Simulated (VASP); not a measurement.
SnSe, 2 atoms in the cell. The structure is trigonal, space group R-3m (No. 166). Conventional cell: a = 4.373 Å, b = 4.373 Å, c = 10.064 Å, α = 90.00°, β = 90.00°, γ = 120.00°. Within 4.0 Å of Sn (site symmetry -3m) lie 6 Se at 3.03 Å. Within 4.0 Å of Se (site symmetry -3m) lie 6 Sn at 3.03 Å.  This cell differs from its parent crystal: epitaxial 111 strain +3.0%.

- Program: VASP 6.6.1
- Task: single point
- Functional: r2SCAN
- Potentials or basis: VASP PAW PBE potentials, release 64 (Sn_d, Se)
- Cutoff: 520 eV
- k mesh: 8 × 8 × 8
- Occupations: fermi-dirac, width 0.02 eV
- Spin: non-collinear spin, zero start, spin-orbit coupling
- Starting moments: [[0.0, 0.0, 0.0], [0.0, 0.0, 0.0]] μB
- Dipole correction: no
- Further INCAR settings: ALGO = Normal; EDIFF = 1e-06; NBANDS = 32

Potentials or basis: VASP PAW PBE potentials, release 64 (Sn_d, Se).

Run with:

```sh
$ cat potpaw_PBE.64/Sn_d/POTCAR potpaw_PBE.64/Se/POTCAR > POTCAR
$ cp INCAR.step1 INCAR
$ mpirun -np 1 vasp_ncl > vasp.out
$ cp INCAR.step2 INCAR
$ mpirun -np 1 vasp_ncl > vasp.out
```

Hardware: 1 thread of AMD EPYC 9R45 96-Core Processor (Zen 5), with other jobs on the host.

Task: How long does it take, and how much memory?

Result: Wall time 8.8 min on 1 thread of AMD EPYC 9R45 96-Core Processor (Zen 5), with other jobs on the host, peak memory 0.44 GiB. Counts: k points 65.
